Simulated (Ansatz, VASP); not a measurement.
One calculation of Na2S, two programs

```
Na S
1.0
     3.27350    3.27350    0.00000
    -3.27350    3.27350    0.00000
     0.00000    3.27350    3.27350
Na S
2 1
Direct
  0.25000 0.75000 0.50000
  0.75000 0.25000 0.50000
  0.00000 0.00000 0.00000
```

Alike in both runs: task relaxation of cell and atoms; functional PBEsol; k mesh 10 × 10 × 10; occupations fermi-dirac, width 0.05 eV; no spin polarisation.

|  | VASP | Ansatz |
| --- | --- | --- |
| version | VASP 6.6.1 | Ansatz 0.2.0 |
| potentials or method | VASP PAW PBE potentials, release 64 (Na_pv, S) | PAW with Ansatz's default frozen-core files, scalar-relativistic |
| plane-wave cutoff (eV) | 500 | 420 |
| valence electrons in the cell | 20 | 24 |

|  | VASP | Ansatz | Ansatz less VASP |
| --- | --- | --- | --- |
| gap on the k mesh at the Fermi level, each at its own relaxed structure (eV) | 2.42 | 2.43 | +0.009 |
| relaxed volume (Å³/atom) | 22.93 | 22.90 | -0.032 |
| relaxed cell length with the largest relative difference (Å) | 4.599 | 4.597 | -0.0021 |

VASP's potentials were made for PBE, not for PBEsol. VASP's potentials hold 20 valence electrons a cell and Ansatz's 24, so a difference there can come from the potentials and not from the codes.
